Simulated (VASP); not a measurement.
LiNbO3, 10 atoms in the cell. The structure is trigonal, space group R3c (No. 161). Conventional cell: a = 5.190 Å, b = 5.190 Å, c = 14.014 Å, α = 90.00°, β = 90.00°, γ = 120.00°. Within 2.8 Å of Li (site symmetry 3) lie 6 O at 2.08 to 2.27 Å. Within 2.5 Å of Nb (site symmetry 3) lie 6 O at 1.88 to 2.16 Å. Within 2.5 Å of O (site symmetry 1) lie 2 Nb at 1.88 to 2.16 Å and 2 Li at 2.08 to 2.27 Å. 

| Quantity | Value |
| --- | --- |
| Program | VASP 6.6.1 |
| Task | single point |
| Functional | PBE |
| Potentials or basis | VASP PAW PBE potentials, release 64 (Li_sv, Nb_sv, O) |
| Cutoff | 520 eV |
| k mesh | 6 × 6 × 6 |
| Occupations | gaussian, width 0.02 eV |
| Spin | no spin polarisation |
| Dipole correction | no |
| Further INCAR settings | ALGO = Normal; EDIFF = 1e-06; NBANDS = 45 |

Potentials or basis: VASP PAW PBE potentials, release 64 (Li_sv, Nb_sv, O).

Run with:

```sh
$ cat potpaw_PBE.64/Li_sv/POTCAR potpaw_PBE.64/Nb_sv/POTCAR potpaw_PBE.64/O/POTCAR > POTCAR
$ mpirun -np 1 vasp_std > vasp.out
```

Hardware: 1 thread of Intel(R) Xeon(R) Platinum 8481C CPU @ 2.70GHz (Sapphire Rapids), on a shared host.

Q: Estimate the wall time of this run.

A: Wall time 100 s on 1 thread of Intel(R) Xeon(R) Platinum 8481C CPU @ 2.70GHz (Sapphire Rapids), with other jobs on the host, peak memory 0.32 GiB. Counts: scf iterations 16, k points 32.
